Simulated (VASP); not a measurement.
A run of VASP 6.6.1:

File INCAR:

```
SYSTEM = Sb
PREC     = Accurate       ! precision mode
ENCUT    = 520            ! plane-wave cutoff, eV
EDIFF    = 1E-7           ! SCF threshold, eV
ISMEAR   = -1             ! smearing method
SIGMA    = 0.1            ! smearing width, eV
LREAL    = .FALSE.        ! projectors in reciprocal space
LASPH    = .TRUE.         ! aspherical terms in the spheres
NELM     = 80             ! most SCF steps
ALGO     = Normal         ! electronic algorithm
ISIF     = 2              ! what is computed and relaxed
LWAVE    = .FALSE.        ! write WAVECAR
LCHARG   = .FALSE.        ! write CHGCAR
GGA      = PS             ! functional
NBANDS   = 12             ! bands
```

Contents of KPOINTS:

```
regular mesh
0
G
  12 12 7
  0 0 0
```

POSCAR

```
Sb
1.0
    3.1768319864      0.0000000000      0.0000000000
   -1.5884159932      2.7512172038      0.0000000000
    0.0000000000      0.0000000000      5.2530914360
Sb
2
Direct
    0.3333333333      0.6666666667      0.2500000000
    0.6666666667      0.3333333333      0.7500000000
```

Potentials or basis: VASP PAW PBE potentials, release 64 (Sb).

The run is started by

```sh
$ cat potpaw_PBE.64/Sb/POTCAR > POTCAR
$ mpirun -np 1 vasp_std > vasp.out
```

Hardware: 1 thread of AMD EPYC 9R45 96-Core Processor (Zen 5) (shared host).

Problem. How long does it take, and how much memory?

Solution. It took 14 s on 1 thread of AMD EPYC 9R45 96-Core Processor (Zen 5), with other jobs on the host, peak memory 0.15 GiB. Counts: scf iterations 10, k points 76.
